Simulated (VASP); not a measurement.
## As: relaxation of cell and atoms with BLYP+D4

The system is As.

```
As
1.0
     1.88080    1.08588    3.51406
    -1.88080    1.08588    3.51406
     0.00000   -2.17176    3.51406
As
2
Cartesian
  0.0000 0.0000 2.3825
  0.0000 0.0000 8.1597
```

- Program: VASP 6.6.1
- Task: relaxation of cell and atoms
- Functional: BLYP
- Dispersion: D4
- Potentials or basis: VASP PAW PBE potentials, release 64 (As_d)
- Cutoff: 600 eV
- k mesh: 9 × 9 × 9
- Occupations: fermi-dirac, width 0.05 eV
- Spin: no spin polarisation
- Dipole correction: no
- Further INCAR settings: ALGO = Normal; EDIFF = 1e-07; IBRION = 2; EDIFFG = -0.01; NSW = 60; ISIF = 3

The relaxed volume is 21.97 Å³/atom. The relaxed cell is a = 4.125 Å, b = 4.125 Å, c = 4.125 Å, α = 55.07°, β = 55.07°, γ = 55.07°. The space group after relaxing (to 0.1 Å) is R-3m (No. 166) and the energy gained by relaxing is 9.7 meV/atom. The ionic steps are 16. The pressure after relaxing is 0.0 GPa. The largest force after relaxing is 0.003 eV/Å and the dispersion energy per atom is -0.852 eV.

Forces on the atoms (eV/Å):
```
As   0.000  0.000  0.003
As   0.000  0.000 -0.003
```

Step by step:
| step | energy change (eV) | largest force (eV/Å) | pressure (GPa) | volume (Å³) |
| --- | --- | --- | --- | --- |
| 1 | 0.0000 | 0.4717 | 2.86 | 43.06 |
| 2 | -0.0082 | 0.2460 | -2.21 | 45.50 |
| 3 | -0.0182 | 0.0418 | -0.17 | 44.44 |
| 4 | -0.0182 | 0.0502 | -0.22 | 44.41 |
| 5 | -0.0137 | 0.2523 | 1.31 | 43.73 |
| 6 | -0.0182 | 0.0571 | -0.09 | 44.38 |
| 7 | -0.0186 | 0.0399 | -0.03 | 44.27 |
| 8 | -0.0191 | 0.0104 | 0.13 | 43.94 |
| 9 | -0.0194 | 0.0190 | -0.09 | 44.00 |
| 10 | -0.0194 | 0.0208 | -0.09 | 44.01 |
| 11 | -0.0194 | 0.0242 | -0.15 | 44.04 |
| 12 | -0.0194 | 0.0215 | -0.18 | 44.02 |
| 13 | -0.0194 | 0.0210 | 0.03 | 43.87 |
| 14 | -0.0194 | 0.0024 | -0.15 | 43.95 |
| 15 | -0.0194 | 0.0077 | 0.03 | 43.92 |
| 16 | -0.0194 | 0.0030 | -0.02 | 43.93 |

Final structure:
```
As
1.0
     1.90678    1.10088    3.48803
    -1.90678    1.10088    3.48803
     0.00000   -2.20176    3.48803
As
2
Direct
  0.22811 0.22811 0.22811
  0.77189 0.77189 0.77189
```

Levels at points of the mesh, in eV from the Fermi level:
```
           k point  band 13  band 14  band 15  band 16  band 17  band 18
(0.00, 0.00, 0.00)    -2.35    -1.98    -1.98     1.88     2.92     2.92
```

Run time: 9.7 min on 1 thread of Intel(R) Xeon(R) 6975P-C (Granite Rapids) (shared host), peak memory 0.24 GiB.

Caveat: the PAW data sets were made with another functional, which shifts forces and pressure a little. Zero-point motion and thermal expansion aren't in these numbers.
